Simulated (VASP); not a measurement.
# GaP (gw) (F-43m) in VASP: single point with PBEsol

Aim: the single point of GaP (gw) with PBEsol.

Everything below comes from runs of VASP 6.6.1. Logs are shortened: lines on timing, memory, paths and dates and some standing lists are left out, and cuts for length are marked.

## Step 1: The cell of the first run

The structure is cubic, space group F-43m (No. 216). Conventional cell: a = 5.439 Å, b = 5.439 Å, c = 5.439 Å, α = 90.00°, β = 90.00°, γ = 90.00°. Ga (site symmetry -43m) has 4 P at 2.36 Å within 3.1 Å. P (site symmetry -43m) has 4 Ga at 2.36 Å within 3.1 Å.

## Step 2: Single point, PBEsol

The input, INCAR:

```
  ALGO = Normal
  EDIFF = 1E-6
  ENCUT = 500
  GGA = PS
  GGA_COMPAT = False
  ISIF = 2
  ISMEAR = 0
  LASPH = True
  LCHARG = False
  LREAL = False
  LWAVE = False
  NBANDS = 16
  NELM = 120
  PREC = Accurate
  SIGMA = 0.01
```

The input, KPOINTS:

```
k-points
0
Gamma
  4 4 4
```

The input, POSCAR:

```
GaP
1.0
    0.0000000000      2.7194371457      2.7194371457
    2.7194371457      0.0000000000      2.7194371457
    2.7194371457      2.7194371457      0.0000000000
Ga P
1 1
Direct
    0.0000000000      0.0000000000      0.0000000000
    0.2500000000      0.2500000000      0.2500000000
```

Potentials or basis: VASP PAW PBE potentials, release 64 (Ga_d, P).

Run with:

```
cat potpaw_PBE.64/Ga_d/POTCAR potpaw_PBE.64/P/POTCAR > POTCAR
mpirun -np 1 vasp_std > vasp.out
```

OUTCAR:

```text
EDIFF = 1E-6
   ENCUT = 500
   GGA = PS
   ISIF = 2
   ISMEAR = 0
   LASPH = True
   LREAL = False
   NELM = 120
   PREC = Accurate

 ion  position               nearest neighbor table
   1  0.000  0.000  0.000-   2 2.36   2 2.36   2 2.36   2 2.36
   2  0.250  0.250  0.250-   1 2.36   1 2.36   1 2.36   1 2.36

  LATTYP: Found a face centered cubic cell.
 ALAT       =     5.4388742914

  Lattice vectors:

 A1 = (   0.0000000000,   2.7194371457,   2.7194371457)
 A2 = (   2.7194371457,   0.0000000000,   2.7194371457)
 A3 = (   2.7194371457,   2.7194371457,   0.0000000000)

Analysis of symmetry for initial positions (statically):
=====================================================================
 Subroutine PRICEL returns:
 Original cell was already a primitive cell.

 Routine SETGRP: Setting up the symmetry group for a
 face centered cubic supercell.

 Subroutine GETGRP returns: Found 24 space group operations
 (whereof 24 operations were pure point group operations)
 out of a pool of 48 trial point group operations.

The static configuration has the point symmetry T_d .

Analysis of symmetry for dynamics (positions and initial velocities):
=====================================================================
 Subroutine PRICEL returns:
 Original cell was already a primitive cell.

 Routine SETGRP: Setting up the symmetry group for a
 face centered cubic supercell.

 Subroutine GETGRP returns: Found 24 space group operations
 (whereof 24 operations were pure point group operations)
 out of a pool of 48 trial point group operations.

The dynamic configuration has the point symmetry T_d .

 Subroutine INISYM returns: Found 24 space group operations
 (whereof 24 operations are pure point group operations),
 and found     1 'primitive' translations

----------------------------------------------------------------------------------------

                                     Primitive cell

  volume of cell :      40.2223

  direct lattice vectors                    reciprocal lattice vectors
     0.000000000  2.719437146  2.719437146    -0.183861576  0.183861576  0.183861576
     2.719437146  0.000000000  2.719437146     0.183861576 -0.183861576  0.183861576
     2.719437146  2.719437146  0.000000000     0.183861576  0.183861576 -0.183861576

  length of vectors
     3.845864893  3.845864893  3.845864893     0.318457592  0.318457592  0.318457592

  position of ions in fractional coordinates (direct lattice)
     0.000000000  0.000000000  0.000000000
     0.250000000  0.250000000  0.250000000

  ion indices of the primitive-cell ions
   primitive index   ion index
                 1           1
                 2           2

----------------------------------------------------------------------------------------

 KPOINTS: k-points

Automatic generation of k-mesh.
 Grid dimensions read from file:
 generate k-points for:    4    4    4

 Generating k-lattice:

  Cartesian coordinates                     Fractional coordinates (reciprocal lattice)
    -0.045965394  0.045965394  0.045965394     0.250000000  0.000000000  0.000000000
     0.045965394 -0.045965394  0.045965394     0.000000000  0.250000000  0.000000000
     0.045965394  0.045965394 -0.045965394     0.000000000  0.000000000  0.250000000

  Length of vectors
     0.079614398  0.079614398  0.079614398

  Shift w.r.t. Gamma in fractional coordinates (k-lattice)
     0.000000000  0.000000000  0.000000000

 Subroutine IBZKPT returns following result:
 ===========================================

 Found      8 irreducible k-points:

 Following reciprocal coordinates:
            Coordinates               Weight
  0.000000  0.000000  0.000000      1.000000
  0.250000  0.000000  0.000000      8.000000
  0.500000  0.000000  0.000000      4.000000
  0.250000  0.250000  0.000000      6.000000
  0.500000  0.250000  0.000000     24.000000
 -0.250000  0.250000  0.000000     12.000000
  0.500000  0.500000  0.000000      3.000000
 -0.250000  0.500000  0.250000      6.000000
   k-points           NKPTS =      8   k-points in BZ     NKDIM =      8   number of bands    NBANDS=     16
   number of dos      NEDOS =    301   number of ions     NIONS =      2
   total plane-waves  NPLWV =  21952
   dimension x,y,z NGX =    28 NGY =   28 NGZ =   28
   dimension x,y,z NGXF=    56 NGYF=   56 NGZF=   56
   ions per type =               1   1
   NGX,Y,Z   is equivalent  to a cutoff of  12.10, 12.10, 12.10 a.u.
   NGXF,Y,Z  is equivalent  to a cutoff of  24.21, 24.21, 24.21 a.u.
 SYSTEM =  unknown system
   PREC   = accura    normal or accurate (medium, high low for compatibility)
   ISTART =      0    job   : 0-new  1-cont  2-samecut
   ICHARG =      2    charge: 1-file 2-atom 10-const
   ISPIN  =      1    spin polarized calculation?
   LNONCOLLINEAR =      F non collinear calculations
   LSORBIT =      F    spin-orbit coupling
   LASPH  =      T    aspherical Exc in radial PAW
   ENCUT  =  500.0 eV  36.75 Ry    6.06 a.u.   7.01  7.01  7.01*2*pi/ulx,y,z
   NELM   =    120;   NELMIN=  2; NELMDL= -5     # of ELM steps
   EDIFF  = 0.1E-05   stopping-criterion for ELM
   LREAL  =      F    real-space projection
   EDIFFG = 0.1E-04   stopping-criterion for IOM
   NSW    =      0    number of steps for IOM
   IBRION =     -1    ionic relax: 0-MD 1-quasi-New 2-CG
   NFREE  =      0    steps in history (QN), initial steepest desc. (CG)
   ISIF   =      2    stress and relaxation
   ISYM   =      2    0-nonsym 1-usesym 2-fastsym
   POTIM  = 0.5000    time-step for ionic-motion
   TEBEG  =    0.0;   TEEND  =   0.0 temperature during run
   PSTRESS=    0.0 pullay stress
   NELECT =      18.0000    total number of electrons
   NUPDOWN=      -1.0000    fix difference up-down
   EMIN   =  10.00;   EMAX   =-10.00  energy-range for DOS
   EFERMI =   0.00;   METHOD = LEGACY
   ISMEAR =     0;   SIGMA  =   0.01  broadening in eV -4-tet -1-fermi 0-gaus
   EFERMI_NEDOS =   21; number of points for ismear=-14 and -15
   IALGO  =     38    algorithm
   IMIX   =      4    mixing-type and parameters
     AMIX     =   0.40;   BMIX     =  1.00
     AMIX_MAG =   1.60;   BMIX_MAG =  1.00
  volume/ion in A,a.u.               =      20.11       135.72
  Fermi-wavevector in a.u.,A,eV,Ry     =   1.252208  2.366331 21.334290  1.568026
  Thomas-Fermi vector in A             =   2.386120
   LORBIT       =      0    0 simple, 1 ext, 2 COOP (PROOUT), +10 PAW based schemes
   GGA     = PS    functional components
   LHFCALC =     F    Hartree Fock is set to
   AEXX    =    0.0000 exact exchange contribution
   IVDW    =     0    specifies the selected vdW correction
   LEPSILON=     F    determine dielectric tensor
   LRPA    =     F    only Hartree local field effects (RPA)
 non-spin polarized calculation
 Gauss-broadening in eV      SIGMA  =   0.01
  energy-cutoff  :      500.00
  volume of cell :       40.22
 maximum number of plane-waves:      1036
   NGX = 13   NGY = 13   NGZ = 13

 number of electron      18.0000015 magnetization

 Free energy of the ion-electron system (eV)
  ---------------------------------------------------
  ext. energy  EPLUGINS =         0.00000000
  ---------------------------------------------------
  free energy    TOTEN  =        -9.77229769 eV

  energy without entropy =       -9.77229769  energy(sigma->0) =       -9.77229769

 E-fermi :   4.7457     XC(G=0): -10.0312

 val. band max:        4.6830172165   @ k =   0.0000   0.0000   0.0000
 cond. band min:       6.1540446253   @ k =   0.5000   0.5000   0.0000
 fundamental gap:      1.4710274088
 Fermi energy:         4.7456920229

 k-point     1 :       0.0000    0.0000    0.0000
  band No.  band energies     occupation
      1      -9.9181      2.00000
      2      -9.9181      2.00000
      3      -9.9181      2.00000
      4      -9.8169      2.00000
      5      -9.8169      2.00000
      6      -7.8999      2.00000
      7       4.6830      2.00000
      8       4.6830      2.00000
      9       4.6830      2.00000
     10       6.4740      0.00000
     11       8.4748      0.00000
     12       8.4748      0.00000
     13       8.4748      0.00000
     14      13.2510      0.00000
     15      14.4380      0.00000
     16      14.4380      0.00000

 k-point     2 :       0.2500    0.0000    0.0000
  band No.  band energies     occupation
      1      -9.9625      2.00000
      2      -9.9030      2.00000
      3      -9.9030      2.00000
      4      -9.8157      2.00000
      5      -9.8157      2.00000
      6      -7.1109      2.00000
      7       0.7401      2.00000
      8       4.0008      2.00000
      9       4.0008      2.00000
     10       6.7584      0.00000
     11       9.3434      0.00000
     12       9.3434      0.00000
     13      10.9673      0.00000
     14      13.5806      0.00000
     15      13.5806      0.00000
     16      14.3832      0.00000

 k-point     3 :       0.5000    0.0000    0.0000
  band No.  band energies     occupation
      1     -10.0007      2.00000
      2      -9.8928      2.00000
      3      -9.8928      2.00000
      4      -9.8093      2.00000
      5      -9.8093      2.00000
      6      -5.7822      2.00000
      7      -2.0739      2.00000
      8       3.5374      2.00000
      9       3.5374      2.00000
     10       6.2657      0.00000
     11       9.3005      0.00000
     12       9.3005      0.00000
     13      12.7580      0.00000
     14      15.4626      0.00000
     15      16.3520      0.00000
     16      16.3520      0.00000

 k-point     4 :       0.2500    0.2500    0.0000
  band No.  band energies     occupation
      1      -9.9861      2.00000
      2      -9.8854      2.00000
      3      -9.8854      2.00000
      4      -9.8339      2.00000
      5      -9.8057      2.00000
      6      -6.8456      2.00000
      7       0.9686      2.00000
      8       2.9515      2.00000
      9       2.9515      2.00000
     10       6.7251      0.00000
     11       8.3022      0.00000
     12      11.3888      0.00000
     13      11.3888      0.00000
     14      12.4050      0.00000
     15      15.3997      0.00000
     16      17.2193      0.00000

 k-point     5 :       0.5000    0.2500    0.0000
  band No.  band energies     occupation
      1     -10.0117      2.00000
      2      -9.8785      2.00000
      3      -9.8702      2.00000
      4      -9.8324      2.00000
      5      -9.8039      2.00000
      6      -5.4565      2.00000
      7      -1.5406      2.00000
      8       1.3561      2.00000
      9       2.5982      2.00000
     10       7.0079      0.00000
     11       9.5423      0.00000
     12      11.1775      0.00000
     13      11.6900      0.00000
     14      15.4443      0.00000
     15      16.4473      0.00000
     16      17.8695      0.00000

 k-point     6 :      -0.2500    0.2500    0.0000
  band No.  band energies     occupation
      1      -9.9947      2.00000
      2      -9.8887      2.00000
      3      -9.8835      2.00000
      4      -9.8185      2.00000
      5      -9.8152      2.00000
      6      -5.9820      2.00000
      7      -0.8007      2.00000
      8       1.1865      2.00000
      9       3.4484      2.00000
     10       7.7592      0.00000
     11      10.3148      0.00000
     12      10.4640      0.00000
     13      10.8651      0.00000
     14      12.9062      0.00000
     15      15.6749      0.00000
     16      17.9713      0.00000

 k-point     7 :       0.5000    0.5000    0.0000
  band No.  band energies     occupation
      1     -10.0368      2.00000
      2      -9.8545      2.00000
      3      -9.8510      2.00000
      4      -9.8510      2.00000
      5      -9.7946      2.00000
      6      -4.8552      2.00000
      7      -2.1824      2.00000
      8       1.9337      2.00000
      9       1.9337      2.00000
     10       6.1540      0.00000
     11       6.3661      0.00000
     12      15.2611      0.00000
     13      15.2611      0.00000
     14      15.8260      0.00000
     15      17.0963      0.00000
     16      17.6449      0.00000

 k-point     8 :      -0.2500    0.5000    0.2500
  band No.  band energies     occupation
      1     -10.0167      2.00000
      2      -9.8790      2.00000
      3      -9.8570      2.00000
      4      -9.8328      2.00000
      5      -9.8080      2.00000
      6      -4.7558      2.00000
      7      -1.9698      2.00000
      8       1.0066      2.00000
      9       1.1538      2.00000
     10       9.2722      0.00000
     11       9.5290      0.00000
     12      10.6924      0.00000
     13      10.7005      0.00000
     14      16.2398      0.00000
     15      16.5800      0.00000
     16      18.4321      0.00000

------------------------ aborting loop because EDIFF is reached ----------------------------------------

  FORCE on cell =-STRESS in cart. coord.  units (eV):
  Direction    XX          YY          ZZ          XY          YZ          ZX
  --------------------------------------------------------------------------------------
  -------------------------------------------------------------------------------------
  Total        0.0816783      0.0816783      0.0816783     -0.0000000     -0.0000000      0.0000000
  in kB        3.2534962      3.2534962      3.2534962     -0.0000000     -0.0000000      0.0000000
  external PRESSURE =       3.2534962 kB  Pullay stress =       0.0000000 kB

 VOLUME and BASIS-vectors are now :
 -----------------------------------------------------------------------------
  energy-cutoff  :      500.00
  volume of cell :       40.22
      direct lattice vectors                 reciprocal lattice vectors
     0.000000000  2.719437146  2.719437146    -0.183861576  0.183861576  0.183861576
     2.719437146  0.000000000  2.719437146     0.183861576 -0.183861576  0.183861576
     2.719437146  2.719437146  0.000000000     0.183861576  0.183861576 -0.183861576

 POSITION                                       TOTAL-FORCE (eV/Angst)
 -----------------------------------------------------------------------------------
      0.00000      0.00000      0.00000         0.000000      0.000000      0.000000
      1.35972      1.35972      1.35972        -0.000000     -0.000000     -0.000000
 -----------------------------------------------------------------------------------
    total drift:                                0.000001      0.000001      0.000001

  FREE ENERGIE OF THE ION-ELECTRON SYSTEM (eV)
  ---------------------------------------------------
  free  energy   TOTEN  =        -9.7722976898 eV

  energy  without entropy=       -9.7722976898  energy(sigma->0) =       -9.77229769
```

Run time: 5 s. Hardware: 1 thread of Intel Xeon 6975P-C, shared host; peak memory 0.15 GiB.

Results:

```yaml
Free_energy: -9.7723 eV
Pressure: 0.3 GPa
Band_gap_on_the_k_mesh: 1.47 eV, indirect (least direct gap 1.79 eV)
```

Caveat: the k points lie up to 0.50 Å⁻¹ apart; the PAW data sets were made with another functional, which shifts forces and pressure a little.
